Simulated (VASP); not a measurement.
A run of VASP 6.6.1 is set up as follows.

File INCAR:

```
SYSTEM = Si2Sn
PREC     = Accurate       ! precision mode
ENCUT    = 600            ! plane-wave cutoff, eV
EDIFF    = 1E-6           ! SCF threshold, eV
ISMEAR   = 0              ! smearing method
SIGMA    = 0.1            ! smearing width, eV
LREAL    = .FALSE.        ! projectors in reciprocal space
LASPH    = .TRUE.         ! aspherical terms in the spheres
NELM     = 60             ! most SCF steps
ALGO     = Normal         ! electronic algorithm
ISIF     = 3              ! what is computed and relaxed
LWAVE    = .FALSE.        ! write WAVECAR
LCHARG   = .FALSE.        ! write CHGCAR
GGA      = PE             ! functional
IBRION   = 2              ! ionic algorithm
NSW      = 90             ! ionic steps
EDIFFG   = -0.04          ! ionic threshold
```

Contents of KPOINTS:

```
Automatic mesh
0
G
  6 6 2
  0 0 0
```

The input POSCAR:

```
Si2Sn
1.0
    3.8057167400      0.0000000000      0.0000000000
   -1.9028583700      3.2958473700      0.0000000000
    0.0000000000      0.0000000000      9.3220641100
Si Sn
4 2
Direct
    0.0000000000      0.0000000000      0.3750000000
    0.3333333300      0.6666666700      0.0416666700
    0.0000000000      0.0000000000      0.6250000000
    0.6666666700      0.3333333300      0.9583333300
    0.6666666700      0.3333333300      0.7083333300
    0.3333333300      0.6666666700      0.2916666700
```

Potentials or basis: VASP PAW PBE potentials, release 64 (Si, Sn_d).

Launch:

```bash
$ cat potpaw_PBE.64/Si/POTCAR potpaw_PBE.64/Sn_d/POTCAR > POTCAR
$ mpirun -np 1 vasp_std > vasp.out
```

Problem. Estimate the relaxed volume.

Solution. 25.34 Å³/atom.

Problem. Estimate the relaxed cell.

Solution. a = 4.155 Å, b = 4.155 Å, c = 10.170 Å, α = 90.00°, β = 90.00°, γ = 120.00°.

The path:
```tsv
step	energy change (eV)	largest force (eV/Å)	pressure (GPa)	volume (Å³)
1	0.0000	2.7489	31.27	116.93
2	-1.5689	0.6486	-8.39	193.83
3	-3.0442	0.2514	-0.63	153.47
4	-3.0456	0.2747	-0.29	152.67
5	-3.0453	0.2978	0.02	151.89
6	-3.0502	0.0893	0.22	151.37
7	-3.0503	0.0846	0.27	151.29
8	-3.0515	0.0307	-0.06	152.06
```

Caveat: the volume moved by over 15 % at a fixed basis, so the end points are rough.
